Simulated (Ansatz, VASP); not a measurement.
Two plane-wave programs on Li2Se

```xyz
3
Lattice="0.0000 2.9934 2.9934 2.9934 0.0000 2.9934 2.9934 2.9934 0.0000" Properties=species:S:1:pos:R:3 pbc="T T T"
Li    1.4967    1.4967    1.4967
Li    4.4901    4.4901    4.4901
Se    0.0000    0.0000    0.0000
```

Alike in both runs: functional r2SCAN; k mesh 8 × 8 × 8; occupations gaussian, width 0.02 eV; no spin polarisation.

Ansatz relaxed the structure, and its values are those at the end. VASP's run is a single point on that final structure, the one shown.

|  | VASP | Ansatz |
| --- | --- | --- |
| version | VASP 6.6.1 | Ansatz 0.2.0 |
| potentials or method | VASP PAW PBE potentials, release 64 (Li_sv, Se), cutoff 830 eV | scalar-relativistic, plane waves, PAW |
| valence electrons in the cell | 12 | 22 |

|  | VASP | Ansatz | Ansatz less VASP |
| --- | --- | --- | --- |
| gap on the k mesh at the Fermi level (eV) | 3.46 | 3.48 | +0.021 |
| least direct gap on the mesh (eV) | 4.18 | 4.10 | -0.080 |
| pressure (GPa) | -0.2 | 0.0 | +0.13 |

VASP's potentials were made for PBE, not for r2SCAN. VASP's potentials hold 12 valence electrons a cell and Ansatz's 22, so a difference there can come from the potentials and not from the codes.
